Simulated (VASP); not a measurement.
# Pb (Fm-3m) in VASP: further runs

Runs on Pb. Level: B3LYP. Tasks: single point.

Program: VASP 6.6.1. These are calculated values, not measurements. Logs are shortened: lines on timing, memory, paths and dates and some standing lists are left out, and cuts for length are marked.

### 1 The cell of the first run

Symmetry: Fm-3m, No. 225, cubic system. The conventional cell has a = 4.849 Å, b = 4.849 Å, c = 4.849 Å, α = 90.00°, β = 90.00°, γ = 90.00°. Within 4.5 Å of Pb (site symmetry m-3m) lie 12 Pb at 3.43 Å.

### 2 Single point, B3LYP

Contents of POSCAR:

```
Pb
1.0
    0.0000000000      2.4244952108      2.4244952108
    2.4244952108      0.0000000000      2.4244952108
    2.4244952108      2.4244952108      0.0000000000
Pb
1
Direct
    0.0000000000      0.0000000000      0.0000000000
```

Contents of INCAR.step1:

```
SYSTEM = Pb
ALGO = Normal
EDIFF = 1E-5
ENCUT = 520
GGA = PE
ISIF = 2
ISMEAR = -1
LASPH = .TRUE.
LCHARG = .FALSE.
LREAL = .FALSE.
LWAVE = .TRUE.
NBANDS = 13
NELM = 100
PREC = Accurate
SIGMA = 0.05
```

Contents of INCAR.step2:

```
SYSTEM = Pb
AEXX = 0.2
AGGAC = 0.81
AGGAX = 0.72
ALDAC = 0.19
ALGO = Normal
EDIFF = 1E-6
ENCUT = 520
GGA = B3
ISIF = 2
ISMEAR = -1
ISTART = 1
LASPH = .TRUE.
LCHARG = .FALSE.
LHFCALC = .TRUE.
LREAL = .FALSE.
LWAVE = .FALSE.
NBANDS = 13
NELM = 100
PREC = Accurate
PRECFOCK = Normal
SIGMA = 0.05
```

Contents of KPOINTS:

```
k-points
0
G
  5 5 5
  0 0 0
```

Potentials or basis: VASP PAW PBE potentials, release 64 (Pb_d).

Command:

```
$ cat potpaw_PBE.64/Pb_d/POTCAR > POTCAR
$ cp INCAR.step1 INCAR
$ mpirun -np 1 vasp_std > vasp.out
$ cp INCAR.step2 INCAR
$ mpirun -np 1 vasp_std > vasp.out
```

OUTCAR:

```text
SYSTEM = Pb
   AEXX = 0.2
   EDIFF = 1E-6
   ENCUT = 520
   GGA = B3
   ISIF = 2
   ISMEAR = -1
   ISTART = 1
   LASPH = .TRUE.
   LHFCALC = .TRUE.
   LREAL = .FALSE.
   NELM = 100
   PREC = Accurate
   PRECFOCK = Normal

 ion  position               nearest neighbor table
   1  0.000  0.000  0.000-

  LATTYP: Found a face centered cubic cell.
 ALAT       =     4.8489904216

  Lattice vectors:

 A1 = (   0.0000000000,   2.4244952108,   2.4244952108)
 A2 = (   2.4244952108,   0.0000000000,   2.4244952108)
 A3 = (   2.4244952108,   2.4244952108,   0.0000000000)

Analysis of symmetry for initial positions (statically):
=====================================================================
 Subroutine PRICEL returns:
 Original cell was already a primitive cell.

 Routine SETGRP: Setting up the symmetry group for a
 face centered cubic supercell.

 Subroutine GETGRP returns: Found 48 space group operations
 (whereof 48 operations were pure point group operations)
 out of a pool of 48 trial point group operations.

The static configuration has the point symmetry O_h .

Analysis of symmetry for dynamics (positions and initial velocities):
=====================================================================
 Subroutine PRICEL returns:
 Original cell was already a primitive cell.

 Routine SETGRP: Setting up the symmetry group for a
 face centered cubic supercell.

 Subroutine GETGRP returns: Found 48 space group operations
 (whereof 48 operations were pure point group operations)
 out of a pool of 48 trial point group operations.

The dynamic configuration has the point symmetry O_h .

 Subroutine INISYM returns: Found 48 space group operations
 (whereof 48 operations are pure point group operations),
 and found     1 'primitive' translations

----------------------------------------------------------------------------------------

                                     Primitive cell

  volume of cell :      28.5032

  direct lattice vectors                    reciprocal lattice vectors
     0.000000000  2.424495211  2.424495211    -0.206228496  0.206228496  0.206228496
     2.424495211  0.000000000  2.424495211     0.206228496 -0.206228496  0.206228496
     2.424495211  2.424495211  0.000000000     0.206228496  0.206228496 -0.206228496

  length of vectors
     3.428754009  3.428754009  3.428754009     0.357198232  0.357198232  0.357198232

  position of ions in fractional coordinates (direct lattice)
     0.000000000  0.000000000  0.000000000

  ion indices of the primitive-cell ions
   primitive index   ion index
                 1           1

----------------------------------------------------------------------------------------

 KPOINTS: k-points

Automatic generation of k-mesh.
 Grid dimensions read from file:
 generate k-points for:    5    5    5

 Generating k-lattice:

  Cartesian coordinates                     Fractional coordinates (reciprocal lattice)
    -0.041245699  0.041245699  0.041245699     0.200000000  0.000000000  0.000000000
     0.041245699 -0.041245699  0.041245699     0.000000000  0.200000000  0.000000000
     0.041245699  0.041245699 -0.041245699     0.000000000  0.000000000  0.200000000

  Length of vectors
     0.071439646  0.071439646  0.071439646

  Shift w.r.t. Gamma in fractional coordinates (k-lattice)
     0.000000000  0.000000000  0.000000000

 Subroutine IBZKPT returns following result:
 ===========================================

 Found     10 irreducible k-points:

 Following reciprocal coordinates:
            Coordinates               Weight
  0.000000  0.000000  0.000000      1.000000
  0.200000  0.000000  0.000000      8.000000
  0.400000  0.000000  0.000000      8.000000
  0.200000  0.200000  0.000000      6.000000
  0.400000  0.200000  0.000000     24.000000
 -0.400000  0.200000  0.000000     24.000000
 -0.200000  0.200000  0.000000     12.000000
  0.400000  0.400000  0.000000      6.000000
 -0.400000  0.400000  0.000000     12.000000
 -0.400000  0.400000  0.200000     24.000000
   k-points           NKPTS =     10   k-points in BZ     NKDIM =    125   number of bands    NBANDS=     13
   number of dos      NEDOS =    301   number of ions     NIONS =      1
   total plane-waves  NPLWV =  21952
   dimension x,y,z NGX =    28 NGY =   28 NGZ =   28
   dimension x,y,z NGXF=    56 NGYF=   56 NGZF=   56
   ions per type =               1
   NGX,Y,Z   is equivalent  to a cutoff of  13.58, 13.58, 13.58 a.u.
   NGXF,Y,Z  is equivalent  to a cutoff of  27.15, 27.15, 27.15 a.u.
 SYSTEM =  Pb
   PREC   = accura    normal or accurate (medium, high low for compatibility)
   ISTART =      1    job   : 0-new  1-cont  2-samecut
   ICHARG =      0    charge: 1-file 2-atom 10-const
   ISPIN  =      1    spin polarized calculation?
   LNONCOLLINEAR =      F non collinear calculations
   LSORBIT =      F    spin-orbit coupling
   LASPH  =      T    aspherical Exc in radial PAW
   ENCUT  =  520.0 eV  38.22 Ry    6.18 a.u.   6.38  6.38  6.38*2*pi/ulx,y,z
   NELM   =    100;   NELMIN=  2; NELMDL=  0     # of ELM steps
   EDIFF  = 0.1E-05   stopping-criterion for ELM
   LREAL  =      F    real-space projection
   EDIFFG = 0.1E-04   stopping-criterion for IOM
   NSW    =      0    number of steps for IOM
   IBRION =     -1    ionic relax: 0-MD 1-quasi-New 2-CG
   NFREE  =      0    steps in history (QN), initial steepest desc. (CG)
   ISIF   =      2    stress and relaxation
   ISYM   =      3    0-nonsym 1-usesym 2-fastsym
   POTIM  = 0.5000    time-step for ionic-motion
   TEBEG  =    0.0;   TEEND  =   0.0 temperature during run
   PSTRESS=    0.0 pullay stress
   NELECT =      14.0000    total number of electrons
   NUPDOWN=      -1.0000    fix difference up-down
   EMIN   =  10.00;   EMAX   =-10.00  energy-range for DOS
   EFERMI =   0.00;   METHOD = LEGACY
   ISMEAR =    -1;   SIGMA  =   0.05  broadening in eV -4-tet -1-fermi 0-gaus
   EFERMI_NEDOS =   21; number of points for ismear=-14 and -15
   IALGO  =     38    algorithm
   IMIX   =      1    mixing-type and parameters
     AMIX     =   0.40;   BMIX     =  1.00
     AMIX_MAG =   1.60;   BMIX_MAG =  1.00
  volume/ion in A,a.u.               =      28.50       192.35
  Fermi-wavevector in a.u.,A,eV,Ry     =   1.291674  2.440910 22.700248  1.668421
  Thomas-Fermi vector in A             =   2.423429
   LORBIT       =      0    0 simple, 1 ext, 2 COOP (PROOUT), +10 PAW based schemes
   GGA     = B3    functional components
   LHFCALC =     T    Hartree Fock is set to
   PRECFOCK=normal    Normal, Fast or Accurate (Low or Medium for compatibility)
   ENCUT4O =  -1.0   cutoff for four orbital integrals eV
   NKREDX  =     1    reduce k-point grid by
   NKREDY  =     1    reduce k-point grid by
   NKREDZ  =     1    reduce k-point grid by
   AEXX    =    0.2000 exact exchange contribution
   HFSCREEN=    0.0000 screening length (either q_TF or 0.3 A-1)
   HFSCREENC=   0.0000 screening length for correlation (either q_TF or 0.3 A-1)
   ENCUTFOCK=  -1.0 apply spherical cutoff to Coloumb kernel
   IVDW    =     0    specifies the selected vdW correction
   LEPSILON=     F    determine dielectric tensor
   LRPA    =     F    only Hartree local field effects (RPA)
 non-spin polarized calculation
  energy-cutoff  :      520.00
  volume of cell :       28.50
 maximum number of plane-waves:       785
 NGX is ok and might be reduce to    28
  NGX = 20; NGY = 20; NGZ = 20

 number of electron      14.0000001 magnetization

 Free energy of the ion-electron system (eV)
  ---------------------------------------------------
  ext. energy  EPLUGINS =         0.00000000
  ---------------------------------------------------
  free energy    TOTEN  =        -3.58849595 eV

  energy without entropy =       -3.57578934  energy(sigma->0) =       -3.58214265

 E-fermi :   7.7973     XC(G=0):  -8.3319

 val. band max:        7.7717462708   @ k =  -0.4000   0.4000   0.2000
 cond. band min:       8.8856741934   @ k =  -0.2000   0.2000   0.0000
 fundamental gap:      1.1139279226
 Fermi energy:         7.7972924200

 k-point     1 :       0.0000    0.0000    0.0000
  band No.  band energies     occupation
      1     -10.8013      2.00000
      2     -10.8013      2.00000
      3     -10.8013      2.00000
      4     -10.6216      2.00000
      5     -10.6216      2.00000
      6      -5.4377      2.00000
      7      16.9470      0.00000
      8      16.9470      0.00000
      9      16.9470      0.00000
     10      19.2003      0.00000
     11      21.7686      0.00000
     12      22.2492      0.00000
     13      22.2492      0.00000

 k-point     2 :       0.2000    0.0000    0.0000
  band No.  band energies     occupation
      1     -10.8103      2.00000
      2     -10.7578      2.00000
      3     -10.7578      2.00000
      4     -10.6052      2.00000
      5     -10.6052      2.00000
      6      -4.5426      2.00000
      7      11.2137      0.00000
      8      16.0960      0.00000
      9      16.0960      0.00000
     10      18.6593      0.00000
     11      21.9027      0.00000
     12      22.5859      0.00000
     13      22.5859      0.00000

 k-point     3 :       0.4000    0.0000    0.0000
  band No.  band energies     occupation
      1     -10.8435      2.00000
      2     -10.7793      2.00000
      3     -10.7793      2.00000
      4     -10.4824      2.00000
      5     -10.4824      2.00000
      6      -2.0085      2.00000
      7       4.4398      2.00000
      8      15.0266      0.00000
      9      15.0266      0.00000
     10      18.5948      0.00000
     11      19.7683      0.00000
     12      21.0653      0.00000
     13      21.0653      0.00000

 k-point     4 :       0.2000    0.2000    0.0000
  band No.  band energies     occupation
      1     -10.8741      2.00000
      2     -10.7060      2.00000
      3     -10.6743      2.00000
      4     -10.6743      2.00000
      5     -10.5682      2.00000
      6      -4.2467      2.00000
      7      12.8397      0.00000
      8      13.8989      0.00000
      9      13.8989      0.00000
     10      17.4209      0.00000
     11      18.3517      0.00000
     12      25.7022      0.00000
     13      25.7023      0.00000

 k-point     5 :       0.4000    0.2000    0.0000
  band No.  band energies     occupation
      1     -10.8801      2.00000
      2     -10.7594      2.00000
      3     -10.6540      2.00000
      4     -10.5874      2.00000
      5     -10.4673      2.00000
      6      -2.2207      2.00000
      7       6.8205      2.00000
      8      11.9040      0.00000
      9      12.8361      0.00000
     10      16.7191      0.00000
     11      20.3703      0.00000
     12      24.1768      0.00000
     13      24.4171      0.00000

 k-point     6 :      -0.4000    0.2000    0.0000
  band No.  band energies     occupation
      1     -10.8386      2.00000
      2     -10.7390      2.00000
      3     -10.6835      2.00000
      4     -10.5513      2.00000
      5     -10.4870      2.00000
      6      -0.5945      2.00000
      7       4.1212      2.00000
      8      10.0982      0.00000
      9      13.6323      0.00000
     10      17.0379      0.00000
     11      22.4921      0.00000
     12      23.0226      0.00000
     13      25.5810      0.00000

 k-point     7 :      -0.2000    0.2000    0.0000
  band No.  band energies     occupation
      1     -10.7889      2.00000
      2     -10.7694      2.00000
      3     -10.6611      2.00000
      4     -10.6602      2.00000
      5     -10.5307      2.00000
      6      -3.0746      2.00000
      7       8.8857      0.00000
      8      10.6914      0.00000
      9      15.8901      0.00000
     10      18.8092      0.00000
     11      21.2141      0.00000
     12      22.3223      0.00000
     13      23.1855      0.00000

 k-point     8 :       0.4000    0.4000    0.0000
  band No.  band energies     occupation
      1     -10.9909      2.00000
      2     -10.8714      2.00000
      3     -10.4814      2.00000
      4     -10.4541      2.00000
      5     -10.4541      2.00000
      6      -0.8141      2.00000
      7       6.0110      2.00000
      8      11.1623      0.00000
      9      11.1623      0.00000
     10      15.0899      0.00000
     11      16.1314      0.00000
     12      28.1195      0.00000
     13      29.4006      0.00000

 k-point     9 :      -0.4000    0.4000    0.0000
  band No.  band energies     occupation
      1     -10.9372      2.00000
      2     -10.8203      2.00000
      3     -10.5185      2.00000
      4     -10.5035      2.00000
      5     -10.4484      2.00000
      6       0.6734      2.00000
      7       4.8388      2.00000
      8       7.2975      1.99991
      9      11.4974      0.00000
     10      15.6526      0.00000
     11      19.6128      0.00000
     12      26.5672      0.00000
     13      27.7755      0.00000

 k-point    10 :      -0.4000    0.4000    0.2000
  band No.  band energies     occupation
      1     -10.8119      2.00000
      2     -10.7961      2.00000
      3     -10.6578      2.00000
      4     -10.5363      2.00000
      5     -10.4570      2.00000
      6      -0.1021      2.00000
      7       5.9077      2.00000
      8       7.7717      1.25005
      9      10.3237      0.00000
     10      19.4498      0.00000
     11      20.4637      0.00000
     12      22.0979      0.00000
     13      26.0369      0.00000

------------------------ aborting loop because EDIFF is reached ----------------------------------------

  FORCE on cell =-STRESS in cart. coord.  units (eV):
  Direction    XX          YY          ZZ          XY          YZ          ZX
  --------------------------------------------------------------------------------------
  -------------------------------------------------------------------------------------
  Total        1.3888570      1.3888570      1.3888570      0.0000000     -0.0000000     -0.0000000
  in kB       78.0681947     78.0681947     78.0681947      0.0000000     -0.0000000     -0.0000000
  external PRESSURE =      78.0681947 kB  Pullay stress =       0.0000000 kB

 VOLUME and BASIS-vectors are now :
 -----------------------------------------------------------------------------
  energy-cutoff  :      520.00
  volume of cell :       28.50
      direct lattice vectors                 reciprocal lattice vectors
     0.000000000  2.424495211  2.424495211    -0.206228496  0.206228496  0.206228496
     2.424495211  0.000000000  2.424495211     0.206228496 -0.206228496  0.206228496
     2.424495211  2.424495211  0.000000000     0.206228496  0.206228496 -0.206228496

 POSITION                                       TOTAL-FORCE (eV/Angst)
 -----------------------------------------------------------------------------------
      0.00000      0.00000      0.00000         0.000000     -0.000000      0.000000
 -----------------------------------------------------------------------------------
    total drift:                                0.000000     -0.000000      0.000000

  FREE ENERGIE OF THE ION-ELECTRON SYSTEM (eV)
  ---------------------------------------------------
  free  energy   TOTEN  =        -3.5884959518 eV

  energy  without entropy=       -3.5757893437  energy(sigma->0) =       -3.58214265
```

It took 6.1 min on 1 thread of AMD EPYC 7R13 (Zen 3), shared host; peak memory 0.14 GiB.

What came out:

```yaml
Free_energy: -3.5885 eV
Pressure: 7.8 GPa
Band_gap_on_the_k_mesh: zero (bands 7 and 8 overlap by 9.65 eV)
```

Caveat: the k points lie up to 0.45 Å⁻¹ apart, too coarse for converged energies and pressures of a metal; the PAW data sets were made with another functional, which shifts forces and pressure a little; spin-orbit coupling is left out, which moves the levels of the heavy elements.

(Continued in part 2 of 2.)

The gap in the log of VASP goes by the Fermi energy; the results here count the filled bands.